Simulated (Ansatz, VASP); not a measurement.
**Two plane-wave programs on Ga3SbN2**

```
CELL_PARAMETERS angstrom
2.91144 0.00000 0.00000
0.00000 2.91144 0.00000
0.00000 0.00000 10.90421
ATOMIC_POSITIONS crystal
Ga 0.50000 0.50000 0.26318
Ga 0.50000 0.50000 0.50000
Ga 0.50000 0.50000 0.73682
Sb 0.00000 0.00000 0.00000
N 0.00000 0.00000 0.20886
N 0.00000 0.00000 0.79114
```

Change from the starting cell: species swapped into the Mg3HgAu2 type (P4/mmm, No. 123).

Alike in both runs: functional PBE; k mesh 6 × 6 × 2; occupations gaussian, width 0.1 eV; no spin polarisation.

Ansatz relaxed the structure, and its values are those at the end. VASP's run is a single point on that final structure, the one shown.

|  | VASP | Ansatz |
| --- | --- | --- |
| version | VASP 6.6.1 | Ansatz 0.2.0 |
| potentials or method | VASP PAW PBE potentials, release 64 (Ga_d, Sb, N), cutoff 520 eV | scalar-relativistic, plane waves, PAW |
| valence electrons in the cell | 54 | 64 |

VASP gave:

| Quantity | Value |
| --- | --- |
| gap on the k mesh at the Fermi level (eV) | none |
| pressure (GPa) | 0.1 |
| rms of the force components (eV/Å) | 0.011 |

Question: What did Ansatz give for the same quantities?

Answer: gap on the k mesh at the Fermi level (eV): none; pressure (GPa): -0.2; rms of the force components (eV/Å): 0.002.

A gap of «none» marks a metal or a gap that the smearing closes. With one functional, cell and mesh, what is left measures potentials, basis and numerics. VASP's potentials hold 54 valence electrons a cell and Ansatz's 64, so a difference there can come from the potentials and not from the codes.

Neither program's run includes spin-orbit coupling.
